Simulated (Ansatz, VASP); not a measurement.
NaH: VASP beside Ansatz

The input POSCAR:

```
NaH
1.0
    0.0000000000      2.4668695556      2.4668695556
    2.4668695556      0.0000000000      2.4668695556
    2.4668695556      2.4668695556      0.0000000000
Na H
1 1
Direct
    0.0000000000      0.0000000000      0.0000000000
    0.5000000000      0.5000000000      0.5000000000
```

Contents of INCAR.step1:

```
  ALGO = Normal
  EDIFF = 1E-4
  ENCUT = 520
  GGA = PE
  ISMEAR = -1
  LASPH = True
  LCHARG = False
  LREAL = False
  LWAVE = True
  NBANDS = 11
  NELM = 100
  PREC = Accurate
  SIGMA = 0.2
```

Contents of INCAR.step2:

```
  ALGO = Normal
  EDIFF = 1E-7
  ENCUT = 520
  ISIF = 2
  ISMEAR = -1
  ISTART = 1
  LASPH = True
  LCHARG = False
  LMIXTAU = True
  LREAL = False
  LWAVE = False
  METAGGA = R2SCAN
  NBANDS = 11
  NELM = 100
  PREC = Accurate
  SIGMA = 0.2
```

Contents of KPOINTS:

```
k-points
0
Gamma
  10 10 10
```

Input for Ansatz:

```yaml
crystal:
  lattice:
    - [0.0, 2.4668695556, 2.4668695556]
    - [2.4668695556, 0.0, 2.4668695556]
    - [2.4668695556, 2.4668695556, 0.0]
  atoms:
    - { symbol: Na, position: [0.0, 0.0, 0.0] }
    - { symbol: H, position: [0.5, 0.5, 0.5] }
basis:
  ecutwfc: 520.0
kpoints:
  mp_grid: { grid: [10, 10, 10] }
hamiltonian:
  xc: r2scan
scf:
  occupations: { method: fermi_dirac, width: 0.2 }
output:
  forces: true
  stress: true
  eigenvalues: true
```

Alike in both runs: task single point; functional r2SCAN; k mesh 10 × 10 × 10; occupations fermi-dirac, width 0.2 eV; no spin polarisation.

```csv
,VASP,Ansatz
version,VASP 6.6.1,Ansatz 0.2.0
potentials or method,"VASP PAW PBE potentials, release 64 (Na_pv, H), cutoff 520 eV","scalar-relativistic, plane waves, PAW"
valence electrons in the cell,8,10
```

|  | VASP | Ansatz | Ansatz less VASP |
| --- | --- | --- | --- |
| gap on the k mesh at the Fermi level (eV) | 4.27 | 4.26 | -0.010 |
| least direct gap on the mesh (eV) | 5.06 | 5.07 | +0.007 |
| pressure (GPa) | -2.0 | -1.8 | +0.20 |

VASP's potentials were made for PBE, not for r2SCAN. VASP's potentials hold 8 valence electrons a cell and Ansatz's 10, so a difference there can come from the potentials and not from the codes.
